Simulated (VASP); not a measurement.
The system is SiSn5.

```xyz
6
Lattice="3.1708 0.0000 0.0000 -1.5854 2.7460 0.0000 0.0000 0.0000 17.8654" Properties=species:S:1:pos:R:3 pbc="T T T"
Si    0.0000    0.0000    0.0000
Sn    0.0000    0.0000   14.8878
Sn    0.0000    0.0000    2.9776
Sn    0.0000    0.0000    5.9551
Sn    0.0000    0.0000    8.9327
Sn    0.0000    0.0000   11.9103
```

```yaml
Program: VASP 6.6.1
Task: relaxation of cell and atoms
Functional: PBE
Potentials_or_basis: VASP PAW PBE potentials, release 64 (Si, Sn_d)
Cutoff: 600 eV
k_mesh: 6 × 6 × 1
Occupations: gaussian, width 0.1 eV
Spin: no spin polarisation
```

At the start: pressure 1.6 GPa; volume 25.93 Å³/atom.

**Question.** How do energy, volume and symmetry change on relaxing?

**Answer.** Over 13 steps the energy falls by 42.0 meV/atom and the volume is 26.58 Å³/atom (+2.5 %); space group P6/mmm (No. 191, to 0.1 Å) before and after.

Step by step:
```
step  energy change (eV)  largest force (eV/Å)  pressure (GPa)  volume (Å³)
   1              0.0000                0.7345            1.64       155.55
   2             -0.1216                0.3700            0.01       161.52
   3             -0.1233                0.3248           -0.27       162.56
   4             -0.1234                0.3372           -0.20       162.32
   5             -0.1396                0.2967           -0.18       161.95
   6             -0.1804                0.2251           -0.02       160.82
   7             -0.2302                0.2532            0.30       158.57
   8             -0.2449                0.1490           -0.07       160.11
   9             -0.2452                0.1338           -0.12       160.37
  10             -0.2509                0.0578           -0.19       160.20
  11             -0.2512                0.0541           -0.17       160.16
  12             -0.2509                0.0274            0.32       158.76
  13             -0.2522                0.0333            0.04       159.49
```

Final structure:
```xyz
6
Lattice="3.1782 0.0000 0.0000 -1.5891 2.7524 0.0000 0.0000 0.0000 18.2329" Properties=species:S:1:pos:R:3 pbc="T T T"
Si    0.0000    0.0000    0.0000
Sn    0.0000    0.0000   15.4648
Sn    0.0000    0.0000    2.7680
Sn    0.0000    0.0000    5.9145
Sn    0.0000    0.0000    9.1164
Sn    0.0000    0.0000   12.3184
```

Caveat: the k points lie up to 0.38 Å⁻¹ apart in the final cell; the highest band is partly filled, so the run has too few bands.
